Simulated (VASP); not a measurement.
Write the native input for VASP 6.6.1 that does the following.

```yaml
Task: single point
Functional: PBEsol
Potentials_or_basis: VASP PAW PBE potentials, release 64 (Ti_sv, O)
Cutoff: 520 eV
k_mesh: 8 × 8 × 14
Occupations: gaussian, width 0.15 eV
Spin: no spin polarisation
Dipole_correction: no
Further_INCAR_settings: ALGO = Normal; EDIFF = 1e-07; NBANDS = 39
```

The structure of Ti3O4 lies in POSCAR:

```
Ti3O4
1.0
    2.9128162286     -4.0303540220      0.0000000000
    2.9128162286      4.0303540220      0.0000000000
    0.0000000000      0.0000000000      2.9690273773
Ti O
3 4
Direct
    0.0000000000      0.0000000000      0.5000000000
    0.5000000000      0.0000000000      0.0000000000
    0.0000000000      0.5000000000      0.0000000000
    0.7627833111      0.7627833111     -0.0168405318
    0.2588765548      0.7411234452      0.4831594682
    0.2372166889      0.2372166889     -0.0168405318
    0.7411234452      0.2588765548      0.4831594682
```

This cell differs from its parent crystal: all O atoms moved -0.050 Å, as atom 4 along Cartesian [0 0 1].

The input as run:

INCAR

```
SYSTEM = Ti3O4
PREC     = Accurate       ! precision mode
ENCUT    = 520            ! plane-wave cutoff, eV
EDIFF    = 1E-7           ! SCF threshold, eV
ISMEAR   = 0              ! smearing method
SIGMA    = 0.15           ! smearing width, eV
LREAL    = .False.        ! projectors in reciprocal space
LASPH    = .True.         ! aspherical terms in the spheres
NELM     = 100            ! most SCF steps
ALGO     = Normal         ! electronic algorithm
ISIF     = 2              ! what is computed and relaxed
LWAVE    = .False.        ! write WAVECAR
LCHARG   = .True.         ! write CHGCAR
GGA      = PS             ! functional
LELF     = .True.         ! ELF
LVHAR    = .True.       
NBANDS   = 39             ! bands
```

KPOINTS

```
regular mesh
0
Gamma
  8 8 14
  0 0 0
```

Potentials or basis: VASP PAW PBE potentials, release 64 (Ti_sv, O).

Launch:

```console
$ cat potpaw_PBE.64/Ti_sv/POTCAR potpaw_PBE.64/O/POTCAR > POTCAR
$ mpirun -np 1 vasp_std > vasp.out
```

Results of the run:

```json
{
 "Pressure": "1.2 GPa",
 "Largest force": "0.633 eV/Å",
 "Band gap on the k mesh": "zero (bands 30 and 31 overlap by 1.08 eV)"
}
```

Caveat: the cell differs from its parent crystal (all O atoms moved -0.050 Å, as atom 4 along Cartesian [0 0 1]); the PAW data sets were made with another functional, which shifts forces and pressure a little; semilocal functionals often make such compounds metallic where correlation or magnetic order opens a gap, which also shifts bond lengths.

It took 17 min on 1 thread of Intel Xeon 8259CL, on a shared host, peak memory 0.44 GiB.
